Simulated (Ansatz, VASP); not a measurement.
One calculation of MgZn2Te3, two programs

```xyz
12
Lattice="4.4331 0.0000 0.0000 -2.2165 3.8392 0.0000 0.0000 0.0000 21.9773" Properties=species:S:1:pos:R:3 pbc="T T T"
Mg    0.0000    2.5594    0.0510
Mg    2.2165    1.2797   11.0396
Zn    0.0000    2.5594    7.3110
Zn    0.0000    2.5594   14.7490
Zn    2.2165    1.2797    3.7604
Zn    2.2165    1.2797   18.2996
Te    0.0000    2.5594    2.8803
Te    0.0000    2.5594    9.9915
Te    0.0000    2.5594   17.4330
Te    2.2165    1.2797    6.4444
Te    2.2165    1.2797   13.8689
Te    2.2165    1.2797   20.9801
```

Alike in both runs: functional PBE; k mesh 6 × 6 × 2; occupations gaussian, width 0.02 eV; no spin polarisation.

Ansatz relaxed the structure, and its values are those at the end. VASP's run is a single point on that final structure, the one shown.

```csv
,VASP,Ansatz
version,VASP 6.6.1,Ansatz 0.2.0
potentials or method,"VASP PAW PBE potentials, release 64 (Mg, Zn, Te), cutoff 520 eV","scalar-relativistic, plane waves, PAW"
valence electrons in the cell,88,164
```

```csv
,VASP,Ansatz,Ansatz less VASP
gap on the k mesh at the Fermi level (eV),1.23,1.24,+0.004
least direct gap on the mesh (eV),1.23,1.24,+0.004
pressure (GPa),0.0,0.0,-0.04
rms of the force components (eV/Å),0.006,0.003,-0.0031
```

VASP's potentials hold 88 valence electrons a cell and Ansatz's 164, so a difference there can come from the potentials and not from the codes.

Neither program's run includes spin-orbit coupling.
